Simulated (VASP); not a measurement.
Write the native input for VASP 6.6.1 that does the following.

```yaml
Task: single point
Functional: PBEsol
Potentials_or_basis: VASP PAW PBE potentials, release 64 (Ti_sv, Al)
Cutoff: 500 eV
k_mesh: 24 × 24 × 14
Occupations: gaussian, width 0.15 eV
Spin: no spin polarisation
Dipole_correction: no
Further_INCAR_settings: ALGO = Normal; EDIFF = 1e-06; NBANDS = 14
```

The structure of TiAl lies in POSCAR:

```
TiAl
1.0
    2.6342346880      0.0000000000      0.0000000000
   -1.3171173440      2.2813141593      0.0000000000
    0.0000000000      0.0000000000      4.6199447408
Ti Al
1 1
Direct
    0.0000000000      0.0000000000      0.0000000000
    0.3333333333      0.6666666667      0.5000000000
```

This cell differs from its parent crystal: strain -0.0750 x Voigt [1, 1, 0, 0, 0, 0].

The input as run:

INCAR

```
PREC = Accurate ; ENCUT = 500
EDIFF = 1E-6 ; ISMEAR = 0
SIGMA = 0.15 ; LREAL = F
LASPH = T ; NELM = 120
ALGO = Normal ; ISIF = 2
LWAVE = F ; LCHARG = F
GGA = PS ; NBANDS = 14
GGA_COMPAT = F
```

KPOINTS

```
Automatic mesh
0
Gamma
  24 24 14
```

Potentials or basis: VASP PAW PBE potentials, release 64 (Ti_sv, Al).

Launch:

```sh
$ cat potpaw_PBE.64/Ti_sv/POTCAR potpaw_PBE.64/Al/POTCAR > POTCAR
$ mpirun -np 1 vasp_std > vasp.out
```

Results of the run:

* Pressure: 22.2 GPa
* Band gap on the k mesh: zero (an odd number of electrons rules out a gap without spin polarisation)

Caveat: the cell differs from its parent crystal (strain -0.0750 x Voigt [1, 1, 0, 0, 0, 0]); the cell stands under pressure; the PAW data sets were made with another functional, which shifts forces and pressure a little.

Run time: 58 s on 1 thread of Intel(R) Xeon(R) 6975P-C (Granite Rapids), on a shared host, peak memory 0.3 GiB.
